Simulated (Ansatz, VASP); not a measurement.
## Ge in VASP and in Ansatz

```xyz
12
Lattice="5.9300 0.0000 0.0000 0.0000 5.9300 0.0000 0.0000 0.0000 6.9800" Properties=species:S:1:pos:R:3 pbc="T T T"
Ge    2.2237    0.9885    5.2350
Ge    1.9765    5.1887    3.4900
Ge    3.7062    4.9415    1.7450
Ge    3.9535    0.7412    0.0000
Ge    5.1887    1.9765    3.4900
Ge    4.9415    3.7062    5.2350
Ge    0.7412    3.9535    0.0000
Ge    0.9885    2.2237    1.7450
Ge    3.4097    2.5202    1.7450
Ge    5.4852    5.4852    3.4900
Ge    2.5202    3.4097    5.2350
Ge    0.4447    0.4447    0.0000
```

Alike in both runs: functional LDA; k mesh 5 × 5 × 4; occupations fermi-dirac, width 0.05 eV; no spin polarisation.

|  | VASP | Ansatz |
| --- | --- | --- |
| version | VASP 6.6.1 | Ansatz 0.2.0 |
| potentials or method | VASP PAW LDA potentials, release 64 (Ge_d) | Ansatz PAW |
| plane-wave cutoff (eV) | 520 | 420 |
| valence electrons in the cell | 168 | 168 |
| task | single point | band structure |

Ansatz gave:

* gap on the k mesh at the Fermi level (eV): 0.61
* least direct gap on the mesh (eV): 0.61
* pressure (GPa): -1.4
* traceless stress, the component that is largest in VASP (GPa): -0.54
* rms of the force components (eV/Å): 0.333

Q: Which values does VASP return?

A: gap on the k mesh at the Fermi level (eV): 0.63; least direct gap on the mesh (eV): 0.63; pressure (GPa): -1.3; traceless stress, the component that is largest in VASP (GPa): -0.55; rms of the force components (eV/Å): 0.334.

LDA's correlation is that of Perdew and Zunger in VASP and of Perdew and Wang (1992) in Ansatz. Atom by atom the forces differ by 0.002 eV/Å (rms over components).

Noted on Ansatz's run: the k mesh misses the band edges, so the gap on the mesh is wider than the one along the path.
